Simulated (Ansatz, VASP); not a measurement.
**HfB2: VASP beside Ansatz**

```xyz
3
Lattice="3.1608 0.0000 0.0000 -1.5804 2.7373 0.0000 0.0000 0.0000 3.5030" Properties=species:S:1:pos:R:3 pbc="T T T"
Hf    0.0000    0.0000    0.0000
B     0.0000    1.8249    1.7515
B     1.5804    0.9124    1.7515
```

Change from the starting cell: volume scaled by 1.02, crystal datasets.

Alike in both runs: task electric field gradients; functional PBE; k mesh 13 × 13 × 11; occupations fermi-dirac, width 0.05 eV; no spin polarisation.

|  | VASP | Ansatz |
| --- | --- | --- |
| version | VASP 6.6.1 | Ansatz 0.2.0 |
| potentials or method | VASP PAW PBE potentials, release 64 (Hf_pv, B), cutoff 520 eV | all-electron PAW with datasets made for the crystal, scalar-relativistic |

Ansatz gave:

* pressure (GPa): -3.4
* traceless stress, the component that is largest in VASP (GPa): 0.46
* size of Vzz on the site where it differs most (V/Å²): 108.0

Q: Estimate VASP's values.

A: Pressure (GPa): -3.9; traceless stress, the component that is largest in VASP (GPa): 0.56; size of Vzz on the site where it differs most (V/Å²): 76.0.

Ansatz ran all-electron here, and VASP with PAW potentials.

Spin-orbit coupling is off throughout.
